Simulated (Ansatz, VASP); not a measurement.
Two plane-wave programs on HfMg2C2

```
CELL_PARAMETERS angstrom
3.65983 0.00000 0.00000
0.00000 3.65983 0.00000
0.00000 0.00000 5.48585
ATOMIC_POSITIONS crystal
Mg 0.00000 0.00000 0.00000
Mg 0.50000 0.50000 0.00000
Hf 0.50000 0.50000 0.50000
C 0.50000 0.00000 0.74842
C 0.00000 0.50000 0.25158
```

Change from the starting cell: ordered mixture with vacancies on the cation sites of antifluorite (P-4m2, No. 115).

Alike in both runs: functional PBE; k mesh 10 × 10 × 8; occupations gaussian, width 0.02 eV; no spin polarisation.

Ansatz relaxed the structure, and its values are those at the end. VASP's run is a single point on that final structure, the one shown.

```csv
,VASP,Ansatz
version,VASP 6.6.1,Ansatz 0.2.0
potentials or method,"VASP PAW PBE potentials, release 64 (Mg, Hf_pv, C), cutoff 520 eV","scalar-relativistic, plane waves, PAW"
valence electrons in the cell,22,54
```

```tsv
	VASP	Ansatz	Ansatz less VASP
gap on the k mesh at the Fermi level (eV)	0.46	0.46	+0.002
least direct gap on the mesh (eV)	0.62	0.64	+0.011
pressure (GPa)	-0.3	0.0	+0.25
rms of the force components (eV/Å)	0.008	0.000	-0.0077
```

VASP's potentials hold 22 valence electrons a cell and Ansatz's 54, so a difference there can come from the potentials and not from the codes.

Spin-orbit coupling is off throughout.
